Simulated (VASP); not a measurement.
Ti2O:

```
Ti O
1.0
     2.91940    0.00000    0.00000
    -1.45970    2.52827    0.00000
     0.00000    0.00000    4.71300
Ti O
2 1
Direct
  0.66667 0.33333 0.27874
  0.33333 0.66667 0.72126
  0.00000 0.00000 0.00000
```

Base run:

- Program: VASP 6.6.1
- Functional: PBEsol
- Potentials or basis: VASP PAW PBE potentials, release 64 (Ti_sv, O)
- Cutoff: 520 eV
- k mesh: 12 × 12 × 8
- Occupations: gaussian, width 0.1 eV
- Spin: no spin polarisation

Its results: band gap on the k mesh zero (band 15 reaches 10.83 eV, above the bottom of band 16 at 9.87 eV); pressure 4.7 GPa; largest force 1.276 eV/Å.

Q: The run is repeated on the same cell with these changes: k mesh from 12 × 12 × 8 to 3 × 3 × 2. What comes out?

A: Band gap on the k mesh zero (band 15 reaches 10.64 eV, above the bottom of band 16 at 10.37 eV); pressure 5.9 GPa; largest force 1.425 eV/Å.

Caveats: some runs use coarse meshes; the PAW data sets were made with another functional, which shifts forces and pressure a little.
